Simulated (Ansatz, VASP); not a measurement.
**One calculation of Ag, two programs**

INCAR

```
PREC = Accurate
ENCUT = 520
EDIFF = 1E-6
ISMEAR = -1
SIGMA = 0.05
LREAL = False
LASPH = True
NELM = 100
ALGO = Normal
ISIF = 2
LWAVE = False
LCHARG = False
GGA = PS
NBANDS = 18
```

Contents of KPOINTS:

```
regular mesh
0
Gamma
  9 9 9
```

The input POSCAR:

```
Ag
1.0
    0.0000000000      2.8140871700      2.8140871700
    2.8140871700      0.0000000000      2.8140871700
    2.8140871700      2.8140871700      0.0000000000
Ag
2
Direct
   -0.1250000000     -0.1250000000     -0.1250000000
    0.1250000000      0.1250000000      0.1250000000
```

Input for Ansatz:

```yaml
crystal:
  lattice:
    - [0.0, 2.81408717, 2.81408717]
    - [2.81408717, 0.0, 2.81408717]
    - [2.81408717, 2.81408717, 0.0]
  atoms:
    - { symbol: Ag, position: [-0.125, -0.125, -0.125] }
    - { symbol: Ag, position: [0.125, 0.125, 0.125] }
kpoints:
  mp_grid: { grid: [9, 9, 9] }
scf:
  occupations: { method: fermi_dirac, width: 0.05 }
hamiltonian:
  xc: pbesol
  pseudopotentials: { kind: all_electron, lapw: { basis_error: 0.001 } }
output:
  forces: true
  stress: true
  eigenvalues: true
  populations: true
```

Alike in both runs: task single point; functional PBEsol; k mesh 9 × 9 × 9; occupations fermi-dirac, width 0.05 eV; no spin polarisation.

|  | VASP | Ansatz |
| --- | --- | --- |
| version | VASP 6.6.1 | Ansatz 0.2.0 |
| potentials or method | VASP PAW PBE potentials, release 64 (Ag), cutoff 520 eV | all-electron LAPW, scalar-relativistic |

|  | VASP | Ansatz | Ansatz less VASP |
| --- | --- | --- | --- |
| pressure (GPa) | 15.5 | 15.9 | +0.38 |

VASP's potentials were made for PBE, not for PBEsol. Ansatz ran all-electron here, and VASP with PAW potentials.
